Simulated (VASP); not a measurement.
# Ag2Ir (Pn-3m) in VASP: single point with PBEsol

Aim: the single point of Ag2Ir with PBEsol.

All numbers are computed with VASP 6.6.1; they aren't measurements. Logs are shortened: lines on timing, memory, paths and dates and some standing lists are left out, and cuts for length are marked.

### 1 The cell of the first run

It takes space group Pn-3m (No. 224, cubic). Conventional cell: a = 4.903 Å, b = 4.903 Å, c = 4.903 Å, α = 90.00°, β = 90.00°, γ = 90.00°. Ir (site symmetry -43m) has 4 Ag at 2.12 Å within 2.8 Å. Within 2.8 Å of Ag (site symmetry -3m) lie 2 Ir at 2.12 Å.

### 2 Single point, PBEsol

The input, INCAR:

```
SYSTEM = Ag2Ir
PREC     = Accurate       ! precision mode
ENCUT    = 630            ! plane-wave cutoff, eV
EDIFF    = 1E-6           ! SCF threshold, eV
ISMEAR   = -1             ! smearing method
SIGMA    = 0.1            ! smearing width, eV
LREAL    = .False.        ! projectors in reciprocal space
LASPH    = .True.         ! aspherical terms in the spheres
NELM     = 120            ! most SCF steps
ALGO     = Normal         ! electronic algorithm
ISIF     = 2              ! what is computed and relaxed
LWAVE    = .False.        ! write WAVECAR
LCHARG   = .False.        ! write CHGCAR
GGA      = PS             ! functional
NBANDS   = 64             ! bands
GGA_COMPAT= .False.
```

The input, KPOINTS:

```
Automatic mesh
0
Gamma
  7 7 7
  0 0 0
```

The input, POSCAR:

```
Ag2Ir
1.0
    4.9031234000      0.0000000000      0.0000000000
    0.0000000000      4.9031234000      0.0000000000
    0.0000000000      0.0000000000      4.9031234000
Ir Ag
2 4
Direct
    0.0000000000      0.0000000000      0.0000000000
    0.5000000000      0.5000000000      0.5000000000
    0.2500000000      0.2500000000      0.2500000000
    0.7500000000      0.7500000000      0.2500000000
    0.2500000000      0.7500000000      0.7500000000
    0.7500000000      0.2500000000      0.7500000000
```

Potentials or basis: VASP PAW PBE potentials, release 64 (Ir_sv_GW, Ag_sv_GW).

On the command line:

```console
$ cat potpaw_PBE.64/Ir_sv_GW/POTCAR potpaw_PBE.64/Ag_sv_GW/POTCAR > POTCAR
$ mpirun -np 1 vasp_std > vasp.out
```

OUTCAR:

```text
SYSTEM = Ag2Ir
   PREC = Accurate
   ENCUT = 630
   EDIFF = 1E-6
   ISMEAR = -1
   LREAL = .False.
   LASPH = .True.
   NELM = 120
   ISIF = 2
   GGA = PS

 ion  position               nearest neighbor table
   1  0.000  0.000  0.000-   3 2.12   4 2.12   5 2.12   6 2.12
   2  0.500  0.500  0.500-   3 2.12   4 2.12   5 2.12   6 2.12
   3  0.250  0.250  0.250-   1 2.12   2 2.12
   4  0.750  0.750  0.250-   1 2.12   2 2.12
   5  0.250  0.750  0.750-   1 2.12   2 2.12
   6  0.750  0.250  0.750-   1 2.12   2 2.12

  LATTYP: Found a simple cubic cell.
 ALAT       =     4.9031234000

  Lattice vectors:

 A1 = (   4.9031234000,   0.0000000000,   0.0000000000)
 A2 = (   0.0000000000,   4.9031234000,   0.0000000000)
 A3 = (   0.0000000000,   0.0000000000,   4.9031234000)

Analysis of symmetry for initial positions (statically):
=====================================================================
 Subroutine PRICEL returns:
 Original cell was already a primitive cell.

 Routine SETGRP: Setting up the symmetry group for a
 simple cubic supercell.

 Subroutine GETGRP returns: Found 48 space group operations
 (whereof 24 operations were pure point group operations)
 out of a pool of 48 trial point group operations.

The static configuration has the point symmetry T_d .
 The point group associated with its full space group is O_h .

Analysis of symmetry for dynamics (positions and initial velocities):
=====================================================================
 Subroutine PRICEL returns:
 Original cell was already a primitive cell.

 Routine SETGRP: Setting up the symmetry group for a
 simple cubic supercell.

 Subroutine GETGRP returns: Found 48 space group operations
 (whereof 24 operations were pure point group operations)
 out of a pool of 48 trial point group operations.

The dynamic configuration has the point symmetry T_d .
 The point group associated with its full space group is O_h .

 Subroutine INISYM returns: Found 48 space group operations
 (whereof 24 operations are pure point group operations),
 and found     1 'primitive' translations

----------------------------------------------------------------------------------------

                                     Primitive cell

  volume of cell :     117.8741

  direct lattice vectors                    reciprocal lattice vectors
     4.903123400  0.000000000  0.000000000     0.203951628  0.000000000  0.000000000
     0.000000000  4.903123400  0.000000000     0.000000000  0.203951628  0.000000000
     0.000000000  0.000000000  4.903123400     0.000000000  0.000000000  0.203951628

  length of vectors
     4.903123400  4.903123400  4.903123400     0.203951628  0.203951628  0.203951628

  position of ions in fractional coordinates (direct lattice)
     0.000000000  0.000000000  0.000000000
     0.500000000  0.500000000  0.500000000
     0.250000000  0.250000000  0.250000000
     0.750000000  0.750000000  0.250000000
     0.250000000  0.750000000  0.750000000
     0.750000000  0.250000000  0.750000000

  ion indices of the primitive-cell ions
   primitive index   ion index
                 1           1
                 2           2
                 3           3
                 4           4
                 5           5
                 6           6

----------------------------------------------------------------------------------------

 KPOINTS: Automatic mesh

Automatic generation of k-mesh.
 Grid dimensions read from file:
 generate k-points for:    7    7    7

 Generating k-lattice:

  Cartesian coordinates                     Fractional coordinates (reciprocal lattice)
     0.029135947  0.000000000  0.000000000     0.142857143  0.000000000  0.000000000
     0.000000000  0.029135947  0.000000000     0.000000000  0.142857143  0.000000000
     0.000000000  0.000000000  0.029135947     0.000000000  0.000000000  0.142857143

  Length of vectors
     0.029135947  0.029135947  0.029135947

  Shift w.r.t. Gamma in fractional coordinates (k-lattice)
     0.000000000  0.000000000  0.000000000

 Subroutine IBZKPT returns following result:
 ===========================================

 Found     20 irreducible k-points:

 Following reciprocal coordinates:
            Coordinates               Weight
  0.000000  0.000000  0.000000      1.000000
  0.142857  0.000000  0.000000      6.000000
  0.285714  0.000000  0.000000      6.000000
  0.428571  0.000000  0.000000      6.000000
  0.142857  0.142857  0.000000     12.000000
  0.285714  0.142857  0.000000     24.000000
[... 12 lines left out ...]
  0.428571  0.428571  0.285714     24.000000
  0.428571  0.428571  0.428571      8.000000
   k-points           NKPTS =     20   k-points in BZ     NKDIM =     20   number of bands    NBANDS=     64
   number of dos      NEDOS =    301   number of ions     NIONS =      6
   total plane-waves  NPLWV =  64000
   dimension x,y,z NGX =    40 NGY =   40 NGZ =   40
   dimension x,y,z NGXF=    80 NGYF=   80 NGZF=   80
   ions per type =               2   4
   NGX,Y,Z   is equivalent  to a cutoff of  13.56, 13.56, 13.56 a.u.
   NGXF,Y,Z  is equivalent  to a cutoff of  27.12, 27.12, 27.12 a.u.
 SYSTEM =  Ag2Ir
   PREC   = accura    normal or accurate (medium, high low for compatibility)
   ISTART =      0    job   : 0-new  1-cont  2-samecut
   ICHARG =      2    charge: 1-file 2-atom 10-const
   ISPIN  =      1    spin polarized calculation?
   LNONCOLLINEAR =      F non collinear calculations
   LSORBIT =      F    spin-orbit coupling
   LASPH  =      T    aspherical Exc in radial PAW
   ENCUT  =  630.0 eV  46.30 Ry    6.80 a.u.  10.03 10.03 10.03*2*pi/ulx,y,z
   NELM   =    120;   NELMIN=  2; NELMDL= -5     # of ELM steps
   EDIFF  = 0.1E-05   stopping-criterion for ELM
   LREAL  =      F    real-space projection
   EDIFFG = 0.1E-04   stopping-criterion for IOM
   NSW    =      0    number of steps for IOM
   IBRION =     -1    ionic relax: 0-MD 1-quasi-New 2-CG
   NFREE  =      0    steps in history (QN), initial steepest desc. (CG)
   ISIF   =      2    stress and relaxation
   ISYM   =      2    0-nonsym 1-usesym 2-fastsym
   POTIM  = 0.5000    time-step for ionic-motion
   TEBEG  =    0.0;   TEEND  =   0.0 temperature during run
   PSTRESS=    0.0 pullay stress
   NELECT =     110.0000    total number of electrons
   NUPDOWN=      -1.0000    fix difference up-down
   EMIN   =  10.00;   EMAX   =-10.00  energy-range for DOS
   EFERMI =   0.00;   METHOD = LEGACY
   ISMEAR =    -1;   SIGMA  =   0.10  broadening in eV -4-tet -1-fermi 0-gaus
   EFERMI_NEDOS =   21; number of points for ismear=-14 and -15
   IALGO  =     38    algorithm
   IMIX   =      4    mixing-type and parameters
     AMIX     =   0.40;   BMIX     =  1.00
     AMIX_MAG =   1.60;   BMIX_MAG =  1.00
  volume/ion in A,a.u.               =      19.65       132.58
  Fermi-wavevector in a.u.,A,eV,Ry     =   1.599802  3.023187 34.822295  2.559366
  Thomas-Fermi vector in A             =   2.697038
   LORBIT       =      0    0 simple, 1 ext, 2 COOP (PROOUT), +10 PAW based schemes
   GGA     = PS    functional components
   LHFCALC =     F    Hartree Fock is set to
   AEXX    =    0.0000 exact exchange contribution
   IVDW    =     0    specifies the selected vdW correction
   LEPSILON=     F    determine dielectric tensor
   LRPA    =     F    only Hartree local field effects (RPA)
 non-spin polarized calculation
  energy-cutoff  :      630.00
  volume of cell :      117.87
 maximum number of plane-waves:      4251
   NGX = 21   NGY = 21   NGZ = 21

 number of electron     110.0000072 magnetization

 Free energy of the ion-electron system (eV)
  ---------------------------------------------------
  ext. energy  EPLUGINS =         0.00000000
  ---------------------------------------------------
  free energy    TOTEN  =        -4.42009165 eV

  energy without entropy =       -4.23141325  energy(sigma->0) =       -4.32575245

 E-fermi :   5.9710     XC(G=0): -11.7285

 val. band max:        5.9536587333   @ k =   0.4286   0.4286   0.0000
 cond. band min:       5.9739296478   @ k =   0.4286   0.2857   0.2857
 fundamental gap:      0.0202709146
 Fermi energy:         5.9709993311

 k-point     1 :       0.0000    0.0000    0.0000
  band No.  band energies     occupation
      1     -86.7490      2.00000
      2     -86.6749      2.00000
      3     -86.6749      2.00000
      4     -86.6749      2.00000
      5     -85.8484      2.00000
      6     -85.7681      2.00000
[... 56 lines left out ...]
     63      12.0799      0.00000
     64      12.0799      0.00000

 k-point     2 :       0.1429    0.0000    0.0000
  band No.  band energies     occupation
      1     -86.7456      2.00000
      2     -86.6790      2.00000
      3     -86.6750      2.00000
      4     -86.6750      2.00000
      5     -85.8444      2.00000
      6     -85.7718      2.00000
[... 56 lines left out ...]
     63      11.8439      0.00000
     64      11.8440      0.00000

 k-point     3 :       0.2857    0.0000    0.0000
  band No.  band energies     occupation
      1     -86.7359      2.00000
      2     -86.6899      2.00000
      3     -86.6750      2.00000
      4     -86.6750      2.00000
      5     -85.8325      2.00000
      6     -85.7824      2.00000
[... 1128 lines left out ...]
     63      15.2583      0.00000
     64      15.9041      0.00000

 k-point    20 :       0.4286    0.4286    0.4286
  band No.  band energies     occupation
      1     -86.7457      2.00000
      2     -86.6782      2.00000
      3     -86.6752      2.00000
      4     -86.6752      2.00000
      5     -85.8457      2.00000
      6     -85.7707      2.00000
[... 56 lines left out ...]
     63      16.8881      0.00000
     64      16.8978      0.00000

------------------------ aborting loop because EDIFF is reached ----------------------------------------

  FORCE on cell =-STRESS in cart. coord.  units (eV):
  Direction    XX          YY          ZZ          XY          YZ          ZX
  --------------------------------------------------------------------------------------
  -------------------------------------------------------------------------------------
  Total       50.0424369     50.0424369     50.0424369     -0.0000000     -0.0000000     -0.0000000
  in kB      680.1904997    680.1904997    680.1904997     -0.0000000     -0.0000000     -0.0000000
  external PRESSURE =     680.1904997 kB  Pullay stress =       0.0000000 kB

 VOLUME and BASIS-vectors are now :
 -----------------------------------------------------------------------------
  energy-cutoff  :      630.00
  volume of cell :      117.87
      direct lattice vectors                 reciprocal lattice vectors
     4.903123400  0.000000000  0.000000000     0.203951628  0.000000000  0.000000000
     0.000000000  4.903123400  0.000000000     0.000000000  0.203951628  0.000000000
     0.000000000  0.000000000  4.903123400     0.000000000  0.000000000  0.203951628

 POSITION                                       TOTAL-FORCE (eV/Angst)
 -----------------------------------------------------------------------------------
      0.00000      0.00000      0.00000        -0.000000     -0.000000      0.000000
      2.45156      2.45156      2.45156        -0.000000      0.000000      0.000000
      1.22578      1.22578      1.22578         0.000000     -0.000000     -0.000000
      3.67734      3.67734      1.22578         0.000000     -0.000000     -0.000000
      1.22578      3.67734      3.67734         0.000000     -0.000000      0.000000
      3.67734      1.22578      3.67734        -0.000000      0.000000     -0.000000
 -----------------------------------------------------------------------------------
    total drift:                                0.000000      0.000000     -0.000000

  FREE ENERGIE OF THE ION-ELECTRON SYSTEM (eV)
  ---------------------------------------------------
  free  energy   TOTEN  =        -4.4200916528 eV

  energy  without entropy=       -4.2314132489  energy(sigma->0) =       -4.32575245
```

Wall time 7.2 min (1 thread of Intel Xeon Platinum 8259CL at 2.50GHz (Skylake/Cascade Lake), shared host); peak memory 0.35 GiB.

What came out:

- Free energy: -4.4201 eV
- Pressure: 68.0 GPa
- Band gap on the k mesh: zero (bands 55 and 56 overlap by 1.33 eV)

Caveat: the cell stands under pressure; the PAW data sets were made with another functional, which shifts forces and pressure a little; spin-orbit coupling is left out, which moves the levels of the heavy elements.

The gap in the log of VASP goes by the Fermi energy; the results here count the filled bands.